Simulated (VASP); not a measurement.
Ge, 4 atoms in the cell. The cell holds a slab with vacuum, 4 atoms: a = 4.023 Å, b = 4.023 Å, c = 18.869 Å, α = 90.00°, β = 90.00°, γ = 120.00°. 

- Program: VASP 6.6.1
- Task: single point
- Functional: PBE
- Dispersion: D3(BJ)
- Potentials or basis: VASP PAW PBE potentials, release 64 (Ge_d)
- Cutoff: 520 eV
- k mesh: 9 × 9 × 1
- Occupations: gaussian, width 0.1 eV
- Spin: no spin polarisation
- Dipole correction: yes
- Further INCAR settings: ALGO = Normal; EDIFF = 1e-06; NBANDS = 36

Potentials or basis: VASP PAW PBE potentials, release 64 (Ge_d).

Command:

```bash
$ cat potpaw_PBE.64/Ge_d/POTCAR > POTCAR
$ mpirun -np 1 vasp_std > vasp.out
```

Hardware: 1 thread of AMD EPYC 9R45 96-Core Processor (Zen 5) (shared host).

Task: How long does it take, and how much memory?

Result: Wall time 3.1 min on 1 thread of AMD EPYC 9R45 96-Core Processor (Zen 5), on a shared host, peak memory 0.42 GiB. Counts: scf iterations 21, k points 25.
